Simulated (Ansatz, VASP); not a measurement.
SiC: VASP beside Ansatz

INCAR

```
SYSTEM = SiC
PREC = Accurate
ENCUT = 520
EDIFF = 1E-6
ISMEAR = -1
SIGMA = 0.05
LREAL = .FALSE.
LASPH = .TRUE.
NELM = 80
ALGO = Normal
ISIF = 2
LWAVE = .FALSE.
LCHARG = .FALSE.
GGA = PE
NBANDS = 36
```

Contents of KPOINTS:

```
regular mesh
0
G
  6 6 1
  0 0 0
```

The input POSCAR:

```
SiC
1.0
    3.0950000000      0.0000000000      0.0000000000
   -1.5475000000      2.6803486247      0.0000000000
    0.0000000000      0.0000000000     15.1700000000
Si C
6 6
Direct
    0.6666666667      0.3333333333      0.4583000000
    0.3333333333      0.6666666667      0.9583000000
    0.6666666667      0.3333333333      0.7917000000
    0.3333333333      0.6666666667      0.2917000000
    0.0000000000      0.0000000000      0.6250000000
    0.0000000000      0.0000000000      0.1250000000
    0.6666666667      0.3333333333      0.3333000000
    0.3333333333      0.6666666667      0.8333000000
    0.6666666667      0.3333333333      0.6667000000
    0.3333333333      0.6666666667      0.1667000000
    0.0000000000      0.0000000000      0.5000000000
    0.0000000000      0.0000000000      0.0000000000
```

Contents of input.yaml:

```yaml
crystal:
  lattice:
    - [3.095, 0.0, 0.0]
    - [-1.5475, 2.6803486247, 0.0]
    - [0.0, 0.0, 15.17]
  atoms:
    - { symbol: Si, position: [0.6666666667, 0.3333333333, 0.4583] }
    - { symbol: Si, position: [0.3333333333, 0.6666666667, 0.9583] }
    - { symbol: Si, position: [0.6666666667, 0.3333333333, 0.7917] }
    - { symbol: Si, position: [0.3333333333, 0.6666666667, 0.2917] }
    - { symbol: Si, position: [0.0, 0.0, 0.625] }
    - { symbol: Si, position: [0.0, 0.0, 0.125] }
    - { symbol: C, position: [0.6666666667, 0.3333333333, 0.3333] }
    - { symbol: C, position: [0.3333333333, 0.6666666667, 0.8333] }
    - { symbol: C, position: [0.6666666667, 0.3333333333, 0.6667] }
    - { symbol: C, position: [0.3333333333, 0.6666666667, 0.1667] }
    - { symbol: C, position: [0.0, 0.0, 0.5] }
    - { symbol: C, position: [0.0, 0.0, 0.0] }
hamiltonian:
  xc: pbe
  pseudopotentials: { kind: paw }
kpoints:
  mp_grid: { grid: [6, 6, 1] }
scf:
  occupations: { method: fermi_dirac, width: 0.05 }
output:
  forces: true
  stress: true
  eigenvalues: true
```

Alike in both runs: task single point; functional PBE; k mesh 6 × 6 × 1; occupations fermi-dirac, width 0.05 eV; no spin polarisation.

|  | VASP | Ansatz |
| --- | --- | --- |
| version | VASP 6.6.1 | Ansatz 0.2.0 |
| potentials or method | VASP PAW PBE potentials, release 64 (Si, C) | Ansatz PAW |
| plane-wave cutoff (eV) | 520 | 420 |
| valence electrons in the cell | 48 | 48 |

VASP gave:

- gap on the k mesh at the Fermi level (eV): 2.02
- least direct gap on the mesh (eV): 3.11
- pressure (GPa): 0.2
- traceless stress, the component that is largest in VASP (GPa): 0.42
- rms of the force components (eV/Å): 0.042

Question: What did Ansatz give for the same quantities?

Answer: gap on the k mesh at the Fermi level (eV): 2.02; least direct gap on the mesh (eV): 3.12; pressure (GPa): 0.2; traceless stress, the component that is largest in VASP (GPa): 0.42; rms of the force components (eV/Å): 0.042.

Atom by atom the forces differ by 0.000 eV/Å (rms over components).
